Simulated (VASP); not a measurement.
Write the native input for VASP 6.6.1 that does the following.

```yaml
Task: single point
Functional: PBE
Potentials_or_basis: VASP PAW PBE potentials, release 64 (Te, Pb_d)
Cutoff: 500 eV
k_mesh: 3 × 3 × 3
Occupations: gaussian, width 0.1 eV
Spin: no spin polarisation
Dipole_correction: no
Further_INCAR_settings: ALGO = Normal; EDIFF = 1e-06; NBANDS = 17
```

The structure of TePb lies in POSCAR:

```
TePb
1.0
    4.0022870000      0.0000000000      0.0000000000
    0.0000000000      4.0022870000      0.0000000000
    0.0000000000      0.0000000000      4.0022870000
Te Pb
1 1
Direct
    0.5000000000      0.5000000000      0.5000000000
    0.0000000000      0.0000000000      0.0000000000
```

The input as run:

INCAR

```
PREC = Accurate ; ENCUT = 500
EDIFF = 1E-6 ; ISMEAR = 0
SIGMA = 0.1 ; LREAL = F
LASPH = T ; NELM = 120
ALGO = Normal ; ISIF = 2
LWAVE = F ; LCHARG = F
GGA = PE ; NBANDS = 17
GGA_COMPAT = F
```

KPOINTS

```
Automatic mesh
0
Gamma
  3 3 3
```

Potentials or basis: VASP PAW PBE potentials, release 64 (Te, Pb_d).

Launch:

```sh
$ cat potpaw_PBE.64/Te/POTCAR potpaw_PBE.64/Pb_d/POTCAR > POTCAR
$ mpirun -np 1 vasp_std > vasp.out
```

It gave:

The pressure is 0.6 GPa. The band gap on the k mesh is 0.78 eV, indirect (least direct gap 2.09 eV).

Caveat: the k points lie up to 0.52 Å⁻¹ apart; spin-orbit coupling is left out, which moves the levels of the heavy elements.

It took 13 s on 1 thread of Intel Xeon 8259CL, with other jobs on the host, peak memory 0.16 GiB.
